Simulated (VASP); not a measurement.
Set up this calculation in VASP 6.6.1, as the native input.

```yaml
Task: relaxation of shape and atoms at fixed volume
Functional: PBEsol
Potentials_or_basis: VASP PAW PBE potentials, release 64 (Hf_pv, H)
Cutoff: 600 eV
k_mesh: 16 × 16 × 16
Occupations: gaussian, width 0.1 eV
Spin: no spin polarisation
Dipole_correction: no
Further_INCAR_settings: ALGO = Normal; EDIFF = 1e-06; IBRION = 2; EDIFFG = -0.01; NSW = 50; ISIF = 4
```

The structure of HfH2 lies in POSCAR:

```
HfH2
1.0
   -1.7792349492      1.7792349492      2.2089539712
    1.7792349492     -1.7792349492      2.2089539712
    1.7792349492      1.7792349492     -2.2089539712
Hf H
1 2
Direct
    0.0000000000      0.0000000000      0.0000000000
    0.7500000000      0.2500000000      0.5000000000
    0.2500000000      0.7500000000      0.5000000000
```

One way to write it, as run:

INCAR

```
PREC     = Accurate       # precision mode
ENCUT    = 600            # plane-wave cutoff, eV
EDIFF    = 1E-6           # SCF threshold, eV
ISMEAR   = 0              # smearing method
SIGMA    = 0.1            # smearing width, eV
LREAL    = False          # projectors in reciprocal space
LASPH    = True           # aspherical terms in the spheres
NELM     = 100            # most SCF steps
ALGO     = Normal         # electronic algorithm
ISIF     = 4              # what is computed and relaxed
LWAVE    = False          # write WAVECAR
LCHARG   = False          # write CHGCAR
GGA      = PS             # functional
IBRION   = 2              # ionic algorithm
NSW      = 50             # ionic steps
EDIFFG   = -0.01          # ionic threshold
```

KPOINTS

```
Automatic mesh
0
Gamma
  16 16 16
```

Potentials or basis: VASP PAW PBE potentials, release 64 (Hf_pv, H).

Run with:

```bash
$ cat potpaw_PBE.64/Hf_pv/POTCAR potpaw_PBE.64/H/POTCAR > POTCAR
$ mpirun -np 1 vasp_std > vasp.out
```

It gave:

| Quantity | Value |
| --- | --- |
| Energy gained by relaxing | 0.1 meV/atom |
| Ionic steps | 3 |
| Pressure after relaxing | -12.8 GPa |
| Band gap on the k mesh | zero (bands 6 and 7 overlap by 1.05 eV) |

Caveat: the PAW data sets were made with another functional, which shifts forces and pressure a little; spin-orbit coupling is left out, which moves the levels of the heavy elements.

Run time: 72 s on 1 thread of Intel(R) Xeon(R) 6975P-C (Granite Rapids), on a shared host, peak memory 0.27 GiB.
